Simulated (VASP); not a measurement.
BC6: single point with PBE

System: BC6.

```
C B
1.0
     4.97300   -0.19666    0.02259
    -0.19666    4.92961   -0.10694
     0.02259   -0.10694    4.82446
C B
12 2
Cartesian
  1.6526 4.6288 1.5264
  2.2138 1.1497 4.3974
  2.9672 2.7435 2.6552
  5.4373 2.6558 0.6929
  4.4583 -0.3171 1.6082
  5.5104 2.8690 3.2996
  3.9473 2.3553 3.5745
  3.0455 4.0032 1.6709
  5.4157 3.6988 1.9855
  1.2917 4.9602 4.9065
  3.6485 1.4240 4.5121
  5.8720 3.4440 4.4724
  1.7893 2.1773 3.3649
  4.7353 0.8743 5.4240
```

| Item | Value |
| --- | --- |
| Program | VASP 6.6.1 |
| Task | single point |
| Functional | PBE |
| Potentials or basis | VASP PAW PBE potentials, release 64 (C, B) |
| Cutoff | 520 eV |
| k mesh | 1 × 1 × 1, shifted |
| Occupations | fermi-dirac, width 0.1379 eV |
| Spin | no spin polarisation |
| Dipole correction | no |
| Further INCAR settings | ALGO = Normal; EDIFF = 1e-06; NBANDS = 40; ISYM = -1 |

The pressure is -1.4 GPa and the largest force is 7.339 eV/Å.

Forces on the atoms (eV/Å):
```
C    2.732 -1.362 -1.657
C    1.719 -1.047 -0.261
C    1.677  2.796 -0.625
C    0.315 -0.043  2.444
C   -0.048  1.118 -0.060
C   -5.640 -1.016 -4.584
C    3.541  2.996 -5.337
C   -3.221 -0.792  3.322
C    1.036 -1.039 -0.768
C    0.455  0.650  1.851
C   -1.922 -3.376  1.964
C   -0.048  0.620  2.857
B   -1.509  0.060 -0.982
B    0.913  0.434  1.835
```

Stress tensor (GPa, compression positive):
```
  8.66  -0.47  -1.52
 -0.47 -23.41   9.07
 -1.52   9.07  10.68
```

Levels at points of the mesh, in eV from the Fermi level:
| k point | band 23 | band 24 | band 25 | band 26 | band 27 | band 28 | band 29 | band 30 | band 31 | band 32 |
| --- | --- | --- | --- | --- | --- | --- | --- | --- | --- | --- |
| (0.25, 0.25, 0.25) | -2.89 | -2.55 | -1.76 | -1.03 | -0.25 | 0.25 | 1.52 | 2.80 | 3.72 | 4.21 |

Wall time 21 s on 1 thread of Intel Xeon 8259CL, on a shared host, peak memory 0.18 GiB.

Caveat: the atoms stand as in a frame of molecular dynamics.
